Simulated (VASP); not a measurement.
# NaH (Pm-3m) in VASP: a series of runs

NaH is run at these levels: PBE; tasks: vibrations by perturbation theory.

Everything below comes from runs of VASP 6.6.1. Logs are shortened: lines on timing, memory, paths and dates and some standing lists are left out, and cuts for length are marked.

### Step 1. The cell of the first run

It takes space group Pm-3m (No. 221, cubic). Conventional cell: a = 2.969 Å, b = 2.969 Å, c = 2.969 Å, α = 90.00°, β = 90.00°, γ = 90.00°. Within 3.4 Å of Na (site symmetry m-3m) lie 8 H at 2.57 Å and 6 Na at 2.97 Å. H (site symmetry m-3m) has 8 Na at 2.57 Å and 6 H at 2.97 Å within 3.4 Å.

### Step 2. Vibrations by perturbation theory, PBE

INCAR

```
PREC = Accurate
ENCUT = 520
EDIFF = 1E-8
ISMEAR = 0
SIGMA = 0.01
LREAL = False
LASPH = True
NELM = 60
ALGO = Normal
ISIF = 2
LWAVE = False
LCHARG = True
GGA = PE
NBANDS = 11
IBRION = 8
NSW = 1
LEPSILON = True
```

KPOINTS

```
regular mesh
0
Gamma
  10 10 10
```

POSCAR

```
NaH
1.0
    2.9688000000      0.0000000000      0.0000000000
    0.0000000000      2.9688000000      0.0000000000
    0.0000000000      0.0000000000      2.9688000000
Na H
1 1
Direct
    0.0000000000      0.0000000000      0.0000000000
    0.5000000000      0.5000000000      0.5000000000
```

Potentials or basis: VASP PAW PBE potentials, release 64 (Na_pv, H).

Started as:

```bash
> cat potpaw_PBE.64/Na_pv/POTCAR potpaw_PBE.64/H/POTCAR > POTCAR
> mpirun -np 1 vasp_std > vasp.out
```

OUTCAR:

```text
PREC = Accurate
   ENCUT = 520
   EDIFF = 1E-8
   ISMEAR = 0
   LREAL = False
   LASPH = True
   NELM = 60
   ISIF = 2
   GGA = PE
   IBRION = 8
   NSW = 1
   LEPSILON = True

 ion  position               nearest neighbor table
   1  0.000  0.000  0.000-
   2  0.500  0.500  0.500-

  LATTYP: Found a simple cubic cell.
 ALAT       =     2.9688000000

  Lattice vectors:

 A1 = (   2.9688000000,   0.0000000000,   0.0000000000)
 A2 = (   0.0000000000,   2.9688000000,   0.0000000000)
 A3 = (   0.0000000000,   0.0000000000,   2.9688000000)

Analysis of symmetry for initial positions (statically):
=====================================================================
 Subroutine PRICEL returns:
 Original cell was already a primitive cell.

 Routine SETGRP: Setting up the symmetry group for a
 simple cubic supercell.

 Subroutine GETGRP returns: Found 48 space group operations
 (whereof 48 operations were pure point group operations)
 out of a pool of 48 trial point group operations.

The static configuration has the point symmetry O_h .

Analysis of symmetry for dynamics (positions and initial velocities):
=====================================================================
 Subroutine PRICEL returns:
 Original cell was already a primitive cell.

 Routine SETGRP: Setting up the symmetry group for a
 simple cubic supercell.

 Subroutine GETGRP returns: Found 48 space group operations
 (whereof 48 operations were pure point group operations)
 out of a pool of 48 trial point group operations.

The dynamic configuration has the point symmetry O_h .

 Subroutine INISYM returns: Found 48 space group operations
 (whereof 48 operations are pure point group operations),
 and found     1 'primitive' translations

----------------------------------------------------------------------------------------

                                     Primitive cell

  volume of cell :      26.1663

  direct lattice vectors                    reciprocal lattice vectors
     2.968800000  0.000000000  0.000000000     0.336836432  0.000000000  0.000000000
     0.000000000  2.968800000  0.000000000     0.000000000  0.336836432  0.000000000
     0.000000000  0.000000000  2.968800000     0.000000000  0.000000000  0.336836432

  length of vectors
     2.968800000  2.968800000  2.968800000     0.336836432  0.336836432  0.336836432

  position of ions in fractional coordinates (direct lattice)
     0.000000000  0.000000000  0.000000000
     0.500000000  0.500000000  0.500000000

  ion indices of the primitive-cell ions
   primitive index   ion index
                 1           1
                 2           2

----------------------------------------------------------------------------------------

 KPOINTS: regular mesh

Automatic generation of k-mesh.
 Grid dimensions read from file:
 generate k-points for:   10   10   10

 Generating k-lattice:

  Cartesian coordinates                     Fractional coordinates (reciprocal lattice)
     0.033683643  0.000000000  0.000000000     0.100000000  0.000000000  0.000000000
     0.000000000  0.033683643  0.000000000     0.000000000  0.100000000  0.000000000
[... 484 lines left out ...]
  ---------------------------------------------------
  ---------------------------------------------------
  free energy    TOTEN  =        -0.19968429 eV

  energy without entropy =       -0.19968429

------------------------ aborting loop because EDIFF is reached ----------------------------------------

--------------------------------------- Ionic step        2  -------------------------------------------

------------------------ aborting loop because EDIFF is reached ----------------------------------------

--------------------------------------- Ionic step        3  -------------------------------------------

------------------------ aborting loop because EDIFF is reached ----------------------------------------

 PIEZOELECTRIC TENSOR FIELD DIRECTION 3  (e Angst)
 -----------------------------------------------------------------------------
    -0.00045  0.00000  0.00000           ( -0.00001  0.00000  0.00000)
     0.00000 -0.00045 -0.00000           (  0.00000 -0.00001  0.00000)
     0.00000 -0.00000  0.00106           (  0.00000  0.00000 -0.00000)

 PIEZOELECTRIC TENSOR FIELD DIRECTION 3  (C/m^2)
 -----------------------------------------------------------------------------
    -0.00028  0.00000  0.00000
     0.00000 -0.00028 -0.00000
     0.00000 -0.00000  0.00065

--------------------------------------- Ionic step        4  -------------------------------------------

------------------------ aborting loop because EDIFF is reached ----------------------------------------

[... ionic steps 5 to 6 ...]

--------------------------------------- Ionic step        7  -------------------------------------------

 Free energy of the ion-electron system (eV)
  ---------------------------------------------------
  ---------------------------------------------------
  free energy    TOTEN  =        -0.01773800 eV

  energy without entropy =       -0.01773800

------------------------ aborting loop because EDIFF is reached ----------------------------------------

 INTERNAL STRAIN TENSOR  FOR ION    2  DIRECTION 1   (eV/Angst):
 -----------------------------------------------------------------------------
    -0.00820 -0.00000  0.00000
     0.00000  0.00255  0.00000
    -0.00000  0.00000  0.00255

 MACROSCOPIC STATIC DIELECTRIC TENSOR (including local field effects in DFT)
 ------------------------------------------------------
           3.357617     0.000000     0.000000
           0.000000     3.357617     0.000000
          -0.000000     0.000000     3.357617
 ------------------------------------------------------

 PIEZOELECTRIC TENSOR (including local field effects)  for field in x, y, z        (e  Angst)
          XX          YY          ZZ          XY          YZ          ZX
  --------------------------------------------------------------------------------
  x     0.00000     0.00000     0.00000     0.00000     0.00000     0.00000
  y     0.00000     0.00000     0.00000     0.00000     0.00000     0.00000
  z     0.00000     0.00000     0.00000     0.00000     0.00000     0.00000

 PIEZOELECTRIC TENSOR (including local field effects)  for field in x, y, z        (C/m^2)
          XX          YY          ZZ          XY          YZ          ZX
  --------------------------------------------------------------------------------
  x     0.00000     0.00000     0.00000     0.00000     0.00000     0.00000
  y     0.00000     0.00000     0.00000     0.00000     0.00000     0.00000
  z     0.00000     0.00000     0.00000     0.00000     0.00000     0.00000

 BORN EFFECTIVE CHARGES (including local field effects) (in |e|, cummulative output)
 ---------------------------------------------------------------------------------
 ion    1
    1     1.01692    -0.00000     0.00000
    2    -0.00000     1.01692     0.00000
    3     0.00000     0.00000     1.01692
 ion    2
    1    -1.01692     0.00000    -0.00000
    2     0.00000    -1.01692    -0.00000
    3    -0.00000    -0.00000    -1.01692

 INTERNAL STRAIN TENSOR FOR ION    2 for displacements in x,y,z  (eV/Angst):
          X           Y           Z          XY          YZ          ZX
  --------------------------------------------------------------------------------
  x     0.00000     0.00000     0.00000     0.00000     0.00000     0.00000
  y     0.00000     0.00000     0.00000     0.00000     0.00000     0.00000
  z     0.00000     0.00000     0.00000     0.00000     0.00000     0.00000

 SECOND DERIVATIVES (NOT SYMMETRIZED)
 ------------------------------------
               1X          1Y          1Z          2X          2Y          2Z
  1X    -0.360304    0.000000   -0.000000    0.360304   -0.000000    0.000000
  1Y     0.000000   -0.360304   -0.000000   -0.000000    0.360304    0.000000
  1Z     0.000000    0.000000   -0.360304   -0.000000   -0.000000    0.360304
  2X     0.377955    0.000000    0.000000   -0.377955   -0.000000   -0.000000
  2Y     0.000000    0.377955   -0.000000   -0.000000   -0.377955    0.000000
  2Z    -0.000000   -0.000000    0.377955    0.000000    0.000000   -0.377955

 Eigenvectors and eigenvalues of the dynamical matrix
 ----------------------------------------------------

   1 f  =    9.808395 THz    61.627966 2PiTHz  327.172852 cm-1    40.564246 meV
             X         Y         Z           dx          dy          dz
      0.000000  0.000000  0.000000     0.193348   -0.049511    0.000000
      1.484400  1.484400  1.484400    -0.949252    0.243076    0.000000
[... 21 lines left out ...]
   6 f/i=    0.045864 THz     0.288173 2PiTHz    1.529863 cm-1     0.189679 meV
             X         Y         Z           dx          dy          dz
      0.000000  0.000000  0.000000     0.557604    0.804231   -0.049564
      1.484400  1.484400  1.484400     0.113576    0.163810   -0.010095

--------------------------------------------------------------------------------------------------------

 MACROSCOPIC STATIC DIELECTRIC TENSOR IONIC CONTRIBUTION
 ------------------------------------------------------
          19.368321     0.000000     0.000000
           0.000000    19.368321     0.000000
           0.000000     0.000000    19.368321
 ------------------------------------------------------

 ELASTIC MODULI CONTR FROM IONIC RELAXATION (kBar)
 Direction    XX          YY          ZZ          XY          YZ          ZX
 --------------------------------------------------------------------------------
 XX           0.0000      0.0000      0.0000      0.0000      0.0000      0.0000
 YY           0.0000      0.0000      0.0000      0.0000      0.0000      0.0000
 ZZ           0.0000      0.0000      0.0000      0.0000      0.0000      0.0000
 XY           0.0000      0.0000      0.0000      0.0000      0.0000      0.0000
 YZ           0.0000      0.0000      0.0000      0.0000      0.0000      0.0000
 ZX           0.0000      0.0000      0.0000      0.0000      0.0000      0.0000
 --------------------------------------------------------------------------------

 PIEZOELECTRIC TENSOR IONIC CONTR  for field in x, y, z        (C/m^2)
          XX          YY          ZZ          XY          YZ          ZX
  --------------------------------------------------------------------------------
  x     0.00000     0.00000     0.00000     0.00000     0.00000     0.00000
  y     0.00000     0.00000     0.00000     0.00000     0.00000     0.00000
  z     0.00000     0.00000     0.00000     0.00000     0.00000     0.00000
```

Run time: 6 min. Hardware: 1 thread of AMD EPYC 7R43 (Zen 3), shared host; peak memory 0.17 GiB.

What came out:

| Property | Result |
| --- | --- |
| Electronic dielectric tensor (diagonal) | 3.36 |
| Born charges (mean of the diagonal) | Na +1.02; H -1.02 e |
| Highest phonon frequency at Γ, LO-TO splitting left out | 327 cm⁻¹ |

Phonon frequencies in cm⁻¹ (negative: imaginary):
```
              q point           frequencies
(0.000, 0.000, 0.000)  -2 -2 -2 327 327 327
```

Electronic dielectric tensor:
```
3.36 0.00 0.00
0.00 3.36 0.00
0.00 0.00 3.36
```

Born effective charge tensors (e):
atom 1, Na
```
1.02 0.00 0.00
0.00 1.02 0.00
0.00 0.00 1.02
```
atom 2, H
```
-1.02  0.00  0.00
 0.00 -1.02  0.00
 0.00  0.00 -1.02
```

[end of part 1 of 2]
